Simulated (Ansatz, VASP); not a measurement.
**One calculation of Cu, two programs**

```
Cu
1.0
     4.15491    0.00000    0.00000
    -2.07746    3.59826    0.00000
     0.00000    0.00000    2.49562
Cu
3
Direct
  0.00000 0.00000 0.00000
  0.33333 0.66667 0.50000
  0.66667 0.33333 0.50000
```

Alike in both runs: task single point; functional PBEsol; k mesh 10 × 10 × 14; occupations fermi-dirac, width 0.1 eV; no spin polarisation.

```csv
,VASP,Ansatz
version,VASP 6.6.1,Ansatz 0.2.0
potentials or method,"VASP PAW PBE potentials, release 64 (Cu), cutoff 520 eV","plane waves (420 eV) with PAW, scalar-relativistic"
valence electrons in the cell,33,57
```

```csv
,VASP,Ansatz,Ansatz less VASP
pressure (GPa),-9.5,-10.2,-0.71
"traceless stress, the component that is largest in VASP (GPa)",-0.22,-0.16,+0.061
```

VASP's potentials were made for PBE, not for PBEsol, and Ansatz warns of the same on its side. VASP's potentials hold 33 valence electrons a cell and Ansatz's 57, so a difference there can come from the potentials and not from the codes.
